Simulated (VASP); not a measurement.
Input of a VASP 6.6.1 run:

Contents of INCAR:

```
PREC = Accurate
ENCUT = 520
EDIFF = 1E-7
ISMEAR = 0
SIGMA = 0.05
LREAL = False
LASPH = True
NELM = 80
ALGO = Normal
ISIF = 2
LWAVE = False
LCHARG = True
GGA = PS
LELF = True
LVHAR = True
NBANDS = 17
```

The input KPOINTS:

```
regular mesh
0
Gamma
  10 10 10
```

The input POSCAR:

```
TePb
1.0
    0.0000000000      3.2637171780      3.2637171780
    3.2637171780      0.0000000000      3.2637171780
    3.2637171780      3.2637171780      0.0000000000
Te Pb
1 1
Direct
    0.5000000000      0.5000000000      0.5000000000
    0.0000000000      0.0000000000      0.0000000000
```

Potentials or basis: VASP PAW PBE potentials, release 64 (Te, Pb_d).

Launch:

```sh
$ cat potpaw_PBE.64/Te/POTCAR potpaw_PBE.64/Pb_d/POTCAR > POTCAR
$ mpirun -np 1 vasp_std > vasp.out
```

Question: Estimate the pressure.

Answer: -1.6 GPa.

Question: Estimate the band gap on the k mesh.

Answer: 0.73 eV, direct.

Caveat: the PAW data sets were made with another functional, which shifts forces and pressure a little; spin-orbit coupling is left out, which moves the levels of the heavy elements. A k mesh can miss the band edges.
